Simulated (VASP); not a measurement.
# Ni5Pt7Au8 in VASP: notebook

Ni5Pt7Au8 is run at these levels: PBE; tasks: single point.

Everything below comes from runs of VASP 6.6.1. Logs are shortened: lines on timing, memory, paths and dates and some standing lists are left out, and cuts for length are marked.

**1. The cell of the first run**

The cell holds a disordered packing, 20 atoms: a = 6.727 Å, b = 6.822 Å, c = 6.859 Å, α = 89.53°, β = 94.33°, γ = 89.49°.

**2. Single point, PBE**

INCAR

```
PREC = Accurate
ENCUT = 400
EDIFF = 1E-6
ISMEAR = -1
SIGMA = 0.0844
LREAL = Auto
LASPH = True
NELM = 120
ALGO = Normal
ISIF = 2
LWAVE = False
LCHARG = True
GGA = PE
LELF = True
LVHAR = True
ISYM = -1
NBANDS = 120
GGA_COMPAT = False
```

KPOINTS

```
explicit points
1
Reciprocal
  0.25000000   0.25000000   0.25000000 1
```

POSCAR

```
Ni5Pt7Au8
1.0
    6.7224710000      0.0307370000     -0.2565140000
    0.0307370000      6.8221740000      0.0288080000
   -0.2565140000      0.0288080000      6.8536550000
Au Pt Ni
8 7 5
Direct
    0.2023891588      0.6009563522      0.4341628375
    0.8271375310      0.5381557858      0.2383665599
    0.2585087981      0.1196444581      0.1202757373
    0.5084881795      0.8418380261      0.2571891446
    0.8325784651      0.8140889082      0.9385189011
    0.9706954024      0.2365680395      0.4548877801
    0.8438881377      0.9025348085      0.5121114061
    0.3482525232      0.7491399454      0.8471849581
    0.7230048261      0.4310111692      0.9004029660
    0.3203177346      0.3782230076      0.7566726272
    0.4328777702      0.4728031314      0.1554917334
    0.6107677122      0.5673556657      0.5477909359
    0.2609460584      0.9968305364      0.5422428796
    0.5747879882      0.0823040231      0.8332190855
    0.5618436168      0.2162596310      0.4620862512
    0.0046725999      0.1546408441      0.8190999830
    0.0883094957      0.4735231138      0.0135224735
    0.9702671770      0.5780477771      0.7045050727
    0.8398401559      0.1716062358      0.1016465120
    0.1349292421      0.7891515347      0.1600110251
```

Potentials or basis: VASP PAW PBE potentials, release 64 (Au, Pt, Ni).

Run with:

```console
cat potpaw_PBE.64/Au/POTCAR potpaw_PBE.64/Pt/POTCAR potpaw_PBE.64/Ni/POTCAR > POTCAR
mpirun -np 1 vasp_std > vasp.out
```

OUTCAR:

```text
PREC = Accurate
   ENCUT = 400
   EDIFF = 1E-6
   ISMEAR = -1
   LREAL = Auto
   LASPH = True
   NELM = 120
   ISIF = 2
   GGA = PE
   ISYM = -1

 ion  position               nearest neighbor table
   1  0.202  0.601  0.434-  20 2.28  18 2.52  11 2.70  10 2.74  12 2.81   2 2.81  13 2.83   6 2.95
                             4 2.97  17 3.06   8 3.11   7 3.23  15 3.55
   2  0.827  0.538  0.238-  17 2.46   9 2.49   6 2.66  12 2.67  19 2.68  11 2.71   5 2.78  20 2.78
                             1 2.81   4 2.98   7 3.13  18 3.28  15 3.28
   3  0.259  0.120  0.120-  20 2.43  16 2.59   4 2.64  11 2.69  17 2.73  19 2.83  13 3.01  14 3.02
                            15 3.07  10 3.10   6 3.21   8 3.24
   4  0.508  0.842  0.257-  20 2.58   3 2.64  11 2.66  12 2.77   7 2.78  13 2.86  15 2.94   1 2.97
                             2 2.98   8 3.01   5 3.21  14 3.39
   5  0.833  0.814  0.939-  20 2.45  18 2.50  14 2.57  19 2.69   9 2.73  16 2.75   2 2.78  17 2.90
                             7 2.99   4 3.21   8 3.31  12 3.43   8 3.60
   6  0.971  0.237  0.455-   7 2.48  16 2.55  19 2.56  13 2.57   2 2.66  15 2.76  18 2.90   1 2.95
                            10 3.18   3 3.21  12 3.39
   7  0.844  0.903  0.512-   6 2.48  18 2.67   4 2.78  12 2.80  15 2.85  13 2.88  16 2.88   5 2.99
                             2 3.13  14 3.20   1 3.23  20 3.31  19 3.35
   8  0.348  0.749  0.847-  10 2.62  20 2.68  13 2.70  14 2.75  11 2.84  17 2.87  18 2.91   4 3.01
                            12 3.07   1 3.11   3 3.24   5 3.31   9 3.31   5 3.60
   9  0.723  0.431  0.900-  19 2.33  18 2.43   2 2.49  17 2.54  14 2.62  12 2.64   5 2.73  11 2.73
                            16 2.75  10 2.84   8 3.31  15 3.46
  10  0.320  0.378  0.757-  17 2.53   8 2.62  14 2.66  16 2.68  18 2.71   1 2.74  12 2.82   9 2.84
                            11 2.86  15 2.91  13 3.01   3 3.10   6 3.18
  11  0.433  0.473  0.155-  17 2.45   4 2.66   3 2.69   1 2.70   2 2.71   9 2.73  15 2.81   8 2.84
                            10 2.86  20 2.93  12 2.94
  12  0.611  0.567  0.548-  15 2.49  18 2.57   9 2.64   2 2.67   4 2.77   7 2.80   1 2.81  10 2.82
                            11 2.94   8 3.07   6 3.39   5 3.43
  13  0.261  0.997  0.542-   6 2.57  15 2.62   8 2.70   1 2.83  14 2.86   4 2.86  16 2.87   7 2.88
                             3 3.01  10 3.01  20 3.06
  14  0.575  0.082  0.833-  19 2.55   5 2.57   9 2.62  10 2.66  15 2.69   8 2.75  13 2.86  16 2.95
                             3 3.02   7 3.20   4 3.39
  15  0.562  0.216  0.462-  12 2.49  13 2.62  14 2.69   6 2.76  11 2.81   7 2.85  10 2.91   4 2.94
                             3 3.07  19 3.23   2 3.28   9 3.46   1 3.55
  16  0.005  0.155  0.819-  19 2.31   6 2.55   3 2.59  17 2.60  10 2.68   5 2.75   9 2.75  13 2.87
                             7 2.88  14 2.95  18 2.99
  17  0.088  0.474  0.014-  18 2.31  20 2.40  11 2.45   2 2.46  10 2.53   9 2.54  16 2.60   3 2.73
                            19 2.76   8 2.87   5 2.90   1 3.06
  18  0.970  0.578  0.705-  17 2.31   9 2.43   5 2.50   1 2.52  12 2.57   7 2.67  10 2.71   6 2.90
                             8 2.91  16 2.99   2 3.28
  19  0.840  0.172  0.102-  16 2.31   9 2.33  14 2.55   6 2.56   2 2.68   5 2.69  17 2.76   3 2.83
                            15 3.23   7 3.35
  20  0.135  0.789  0.160-   1 2.28  17 2.40   3 2.43   5 2.45   4 2.58   8 2.68   2 2.78  11 2.93
                            13 3.06   7 3.31

IMPORTANT INFORMATION: All symmetrisations will be switched off!
NOSYMM: (Re-)initialisation of all symmetry stuff for point group C_1.

----------------------------------------------------------------------------------------

                                     Primitive cell

  volume of cell :     313.8600

  direct lattice vectors                    reciprocal lattice vectors
     6.722471000  0.030737000 -0.256514000     0.148970865 -0.000694738  0.005578502
     0.030737000  6.822174000  0.028808000    -0.000694738  0.146586682 -0.000642151
    -0.256514000  0.028808000  6.853655000     0.005578502 -0.000642151  0.146119036

  length of vectors
     6.727433429  6.822304065  6.858514139     0.149076896  0.146589735  0.146226895

  position of ions in fractional coordinates (direct lattice)
     0.202389159  0.600956352  0.434162837
     0.827137531  0.538155786  0.238366560
     0.258508798  0.119644458  0.120275737
     0.508488179  0.841838026  0.257189145
     0.832578465  0.814088908  0.938518901
     0.970695402  0.236568039  0.454887780
[... 12 lines left out ...]
     0.839840156  0.171606236  0.101646512
     0.134929242  0.789151535  0.160011025

  ion indices of the primitive-cell ions
   primitive index   ion index
                 1           1
                 2           2
                 3           3
                 4           4
                 5           5
                 6           6
[... 12 lines left out ...]
                19          19
                20          20

----------------------------------------------------------------------------------------

 KPOINTS: explicit points

Read explicit list of k-points.

 Found      1 k-points:

 Following reciprocal coordinates:
            Coordinates               Weight
  0.250000  0.250000  0.250000      1.000000
   k-points           NKPTS =      1   k-points in BZ     NKDIM =      1   number of bands    NBANDS=    120
   number of dos      NEDOS =    301   number of ions     NIONS =     20
   total plane-waves  NPLWV = 110592
   dimension x,y,z NGX =    48 NGY =   48 NGZ =   48
   dimension x,y,z NGXF=    96 NGYF=   96 NGZF=   96
   ions per type =               8   7   5
   NGX,Y,Z   is equivalent  to a cutoff of  11.86, 11.70, 11.63 a.u.
   NGXF,Y,Z  is equivalent  to a cutoff of  23.72, 23.39, 23.27 a.u.
 SYSTEM =  unknown system
   PREC   = accura    normal or accurate (medium, high low for compatibility)
   ISTART =      0    job   : 0-new  1-cont  2-samecut
   ICHARG =      2    charge: 1-file 2-atom 10-const
   ISPIN  =      1    spin polarized calculation?
   LNONCOLLINEAR =      F non collinear calculations
   LSORBIT =      F    spin-orbit coupling
   LASPH  =      T    aspherical Exc in radial PAW
   ENCUT  =  400.0 eV  29.40 Ry    5.42 a.u.  10.97 11.13 11.18*2*pi/ulx,y,z
   NELM   =    120;   NELMIN=  2; NELMDL= -5     # of ELM steps
   EDIFF  = 0.1E-05   stopping-criterion for ELM
   LREAL  =      T    real-space projection
   EDIFFG = 0.1E-04   stopping-criterion for IOM
   NSW    =      0    number of steps for IOM
   IBRION =     -1    ionic relax: 0-MD 1-quasi-New 2-CG
   NFREE  =      0    steps in history (QN), initial steepest desc. (CG)
   ISIF   =      2    stress and relaxation
   ISYM   =     -1    0-nonsym 1-usesym 2-fastsym
   POTIM  = 0.5000    time-step for ionic-motion
   TEBEG  =    0.0;   TEEND  =   0.0 temperature during run
   PSTRESS=    0.0 pullay stress
   NELECT =     208.0000    total number of electrons
   NUPDOWN=      -1.0000    fix difference up-down
   EMIN   =  10.00;   EMAX   =-10.00  energy-range for DOS
   EFERMI =   0.00;   METHOD = LEGACY
   ISMEAR =    -1;   SIGMA  =   0.08  broadening in eV -4-tet -1-fermi 0-gaus
   EFERMI_NEDOS =   21; number of points for ismear=-14 and -15
   IALGO  =     38    algorithm
   IMIX   =      4    mixing-type and parameters
     AMIX     =   0.40;   BMIX     =  1.00
     AMIX_MAG =   1.60;   BMIX_MAG =  1.00
  volume/ion in A,a.u.               =      15.69       105.90
  Fermi-wavevector in a.u.,A,eV,Ry     =   1.427307  2.697218 27.717846  2.037204
  Thomas-Fermi vector in A             =   2.547490
   LORBIT       =      0    0 simple, 1 ext, 2 COOP (PROOUT), +10 PAW based schemes
   GGA     = PE    functional components
   LHFCALC =     F    Hartree Fock is set to
   AEXX    =    0.0000 exact exchange contribution
   IVDW    =     0    specifies the selected vdW correction
   LEPSILON=     F    determine dielectric tensor
   LRPA    =     F    only Hartree local field effects (RPA)
 non-spin polarized calculation
  energy-cutoff  :      400.00
  volume of cell :      313.86
 maximum number of plane-waves:      5717
 NGX is ok and might be reduce to    48
   NGX = 21   NGY = 23   NGZ = 23

 number of electron     208.0000054 magnetization

 Free energy of the ion-electron system (eV)
  ---------------------------------------------------
  ext. energy  EPLUGINS =         0.00000000
  ---------------------------------------------------
  free energy    TOTEN  =       -90.45339748 eV

  energy without entropy =      -89.72137714  energy(sigma->0) =      -90.08738731

 E-fermi :   8.9993     XC(G=0): -12.6694

 val. band max:        8.9480908149   @ k =   0.2500   0.2500   0.2500
 cond. band min:       9.0012321845   @ k =   0.2500   0.2500   0.2500
 fundamental gap:      0.0531413696
 Fermi energy:         8.9993226644

 k-point     1 :       0.2500    0.2500    0.2500
  band No.  band energies     occupation
      1       0.4211      2.00000
      2       1.6519      2.00000
      3       1.7782      2.00000
      4       2.1720      2.00000
      5       2.3532      2.00000
      6       2.4732      2.00000
[... 108 lines left out ...]
    115      11.4788      0.00000
    116      11.8814      0.00000
 [bands above 116 left out]

------------------------ aborting loop because EDIFF is reached ----------------------------------------

  FORCE on cell =-STRESS in cart. coord.  units (eV):
  Direction    XX          YY          ZZ          XY          YZ          ZX
  --------------------------------------------------------------------------------------
  -------------------------------------------------------------------------------------
  Total       15.6151622     28.1134734     18.1108555      1.8761853     -4.7853587      6.3912974
  in kB       79.7115212    143.5122931     92.4514155      9.5774597    -24.4280664     32.6259842
  external PRESSURE =     105.2250766 kB  Pullay stress =       0.0000000 kB

 VOLUME and BASIS-vectors are now :
 -----------------------------------------------------------------------------
  energy-cutoff  :      400.00
  volume of cell :      313.86
      direct lattice vectors                 reciprocal lattice vectors
     6.722471000  0.030737000 -0.256514000     0.148970865 -0.000694738  0.005578502
     0.030737000  6.822174000  0.028808000    -0.000694738  0.146586682 -0.000642151
    -0.256514000  0.028808000  6.853655000     0.005578502 -0.000642151  0.146119036

 POSITION                                       TOTAL-FORCE (eV/Angst)
 -----------------------------------------------------------------------------------
      1.26766      4.11856      2.94100         0.210197     -1.256208      1.989027
      5.51580      3.70368      1.43701         0.424562      1.422563      2.444764
      1.71064      0.82765      0.76146        -0.243469      1.155485     -0.263841
      3.37820      5.76620      1.65650         1.143941      0.928989     -0.124363
      5.38126      5.60648      6.24217         0.054550      0.514729     -0.151408
      6.41606      1.65685      2.87546         0.830873      2.429853     -0.335984
[... 12 lines left out ...]
      5.62500      1.19947      0.48616         0.251275     -1.333708      1.503471
      0.89027      5.39249      1.08478        -0.483406      0.873287     -1.054825
 -----------------------------------------------------------------------------------
    total drift:                               -0.008870     -0.006220      0.010223

  FREE ENERGIE OF THE ION-ELECTRON SYSTEM (eV)
  ---------------------------------------------------
  free  energy   TOTEN  =       -90.4533974770 eV

  energy  without entropy=      -89.7213771416  energy(sigma->0) =      -90.08738731
```

Wall time 1.8 min (1 thread of AMD EPYC 9R45 (Zen 5), shared host); peak memory 0.3 GiB.

Results:

* Free energy: -90.4534 eV
* Pressure: 10.5 GPa
* Largest force: 3.221 eV/Å

Forces in eV/Å, atoms in the order of the input:
```
Au   0.210 -1.256  1.989
Au   0.425  1.423  2.445
Au  -0.243  1.155 -0.264
Au   1.144  0.929 -0.124
Au   0.055  0.515 -0.151
Au   0.831  2.430 -0.336
Au  -0.546 -1.796  0.596
Au   0.223  0.481  0.238
Pt  -1.700  0.185 -2.729
Pt  -0.781 -1.287 -0.274
Pt   0.376 -0.544  0.090
Pt  -0.276  1.468  0.861
Pt   0.478 -0.495  0.451
Pt  -0.549 -0.116 -0.304
Pt  -0.477 -1.107 -1.175
Ni   0.329 -0.398 -0.553
Ni   0.171 -0.674  0.039
Ni   0.565 -0.454 -1.246
Ni   0.251 -1.334  1.503
Ni  -0.483  0.873 -1.055
```

Caveat: the atoms stand as in a frame of molecular dynamics; spin-orbit coupling is left out, which moves the levels of the heavy elements.

**3. Single point, PBE**

INCAR

```
ALGO = Normal
EDIFF = 1E-6
ENCUT = 400
GGA = PE
GGA_COMPAT = False
ISIF = 2
ISMEAR = -1
ISYM = -1
LASPH = True
LCHARG = True
LELF = True
LREAL = Auto
LVHAR = True
LWAVE = False
NBANDS = 120
NELM = 120
PREC = Accurate
SIGMA = 0.0844
```

KPOINTS is that of step 2.

POSCAR

```
Ni5Pt7Au8
1.0
    6.7224710000      0.0307370000     -0.2565140000
    0.0307370000      6.8221740000      0.0288080000
   -0.2565140000      0.0288080000      6.8536550000
Au Pt Ni
8 7 5
Direct
    0.1900499125      0.5848243213      0.4338779592
    0.8051287425      0.5575037563      0.2442073939
    0.2346019000      0.1140409591      0.1469305618
    0.4990087954      0.8366047088      0.2566326776
    0.8431817192      0.8198231292      0.9355417585
    1.0013940241      0.2514969180      0.4717931474
    0.8205366181      0.9060659270      0.5190140418
    0.3518137552      0.7394031818      0.8442494445
    0.6995719254      0.4393840419      0.8939485891
    0.3228270211      0.3672263372      0.7719139049
    0.4436476165      0.4628741015      0.1547814046
    0.6042124084      0.5859427262      0.5668248699
    0.2913080169      1.0100596618      0.5652007266
    0.5653994333      0.0719346577      0.8494364797
    0.5685009202      0.2121167941      0.4684570181
   -0.0288398917      0.1422634600      0.8052754097
    0.0756467292      0.4582342451      0.0134717363
    0.9788427153      0.5475214666      0.6890654493
    0.8253698216      0.1277232565      0.1538922608
    0.1268492526      0.7791878326      0.1585344996
```

Potentials or basis: VASP PAW PBE potentials, release 64 (Au, Pt, Ni).

Run with:

```console
cat potpaw_PBE.64/Au/POTCAR potpaw_PBE.64/Pt/POTCAR potpaw_PBE.64/Ni/POTCAR > POTCAR
mpirun -np 1 vasp_std > vasp.out
```

It took 1.8 min on 1 thread of AMD EPYC 9R45 (Zen 5), shared host; peak memory 0.3 GiB.

Results (log left out):

```yaml
Free_energy: -90.3275 eV
Pressure: 10.1 GPa
Largest_force: 2.638 eV/Å
```

Forces in eV/Å, atoms in the order of the input:
```
Au   1.990  0.192  0.376
Au   2.076  0.040  1.413
Au  -0.155  1.555 -0.597
Au   0.721  1.006 -0.516
Au  -0.074 -0.736 -1.020
Au  -0.766  0.048 -1.394
Au   1.107 -0.206  0.262
Au  -0.115  0.345  0.702
Pt   1.603 -1.472  0.192
Pt  -1.460 -1.010 -0.482
Pt  -2.217 -0.857  0.703
Pt  -0.919  0.299 -0.866
Pt  -1.821 -1.909 -0.003
Pt   0.347  0.439  0.568
Pt   1.147  1.488 -1.215
Ni   0.300  0.264  1.175
Ni  -0.120 -0.316  0.560
Ni  -1.390  0.349  0.991
Ni  -0.385  0.316 -0.198
Ni   0.131  0.164 -0.652
```

Stress tensor (GPa, compression positive):
```
 9.65  2.23  2.78
 2.23 11.69 -2.25
 2.78 -2.25  8.99
```

Levels at points of the mesh, in eV from the Fermi level:
```csv
k point,band 102,band 103,band 104,band 105,band 106,band 107
"(0.25, 0.25, 0.25)",-0.13,-0.11,-0.06,0.01,0.04,0.16
```

Caveat: the atoms stand as in a frame of molecular dynamics; spin-orbit coupling is left out, which moves the levels of the heavy elements.
